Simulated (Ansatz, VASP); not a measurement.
# Ag in VASP and in Ansatz

```
Ag
1.0
     2.92190    0.00000    0.00000
    -1.46095    2.53044    0.00000
     0.00000    0.00000    9.65502
Ag
4
Direct
  0.33333 0.66667 0.25000
  0.66667 0.33333 0.75000
  0.00000 0.00000 0.00000
  0.00000 0.00000 0.50000
```

Alike in both runs: functional PBE; k mesh 13 × 13 × 3; occupations fermi-dirac, width 0.1 eV; no spin polarisation.

Ansatz relaxed the structure, and its values are those at the end. VASP's run is a single point on that final structure, the one shown.

|  | VASP | Ansatz |
| --- | --- | --- |
| version | VASP 6.6.1 | Ansatz 0.2.0 |
| potentials or method | VASP PAW PBE potentials, release 64 (Ag), cutoff 520 eV | plane waves (420 eV) with PAW, scalar-relativistic |
| valence electrons in the cell | 44 | 76 |

|  | VASP | Ansatz | Ansatz less VASP |
| --- | --- | --- | --- |
| pressure (GPa) | -0.1 | 0.0 | +0.11 |

The functional is the same, so the differences come from potentials, cutoffs and numerics. VASP's potentials hold 44 valence electrons a cell and Ansatz's 76, so a difference there can come from the potentials and not from the codes.
